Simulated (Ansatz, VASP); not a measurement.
## Two plane-wave programs on C4N

```xyz
5
Lattice="2.3847 -4.2663 0.0000 2.3847 4.2663 0.0000 0.0000 0.0000 2.5613" Properties=species:S:1:pos:R:3 pbc="T T T"
C     2.3847   -0.6971    1.2806
C     2.3847    0.6971    1.2806
C     1.2520    0.0000    0.0000
C     3.5174    0.0000    0.0000
N     0.0000    0.0000    0.0000
```

Change from the starting cell: species swapped into the OsCl4 type (Cmmm, No. 65).

Alike in both runs: functional PBE; k mesh 4 × 4 × 6; occupations gaussian, width 0.1 eV; no spin polarisation.

Ansatz relaxed the structure, and its values are those at the end. VASP's run is a single point on that final structure, the one shown.

|  | VASP | Ansatz |
| --- | --- | --- |
| version | VASP 6.6.1 | Ansatz 0.2.0 |
| potentials or method | VASP PAW PBE potentials, release 64 (C, N), cutoff 520 eV | scalar-relativistic, plane waves, PAW |
| valence electrons in the cell | 21 | 21 |

VASP gave:

* gap on the k mesh at the Fermi level (eV): none
* pressure (GPa): 0.3
* rms of the force components (eV/Å): 0.046

Problem. Which values does Ansatz return?

Solution. gap on the k mesh at the Fermi level (eV): none; pressure (GPa): 0.1; rms of the force components (eV/Å): 0.009.

A gap of «none» marks a metal or a gap that the smearing closes. The functional is the same, so the differences come from potentials, cutoffs and numerics.

The k mesh is coarse, so the values compare programs but aren't converged. Noted on VASP's run: the standard files for N, O and F lose accuracy on very short bonds.
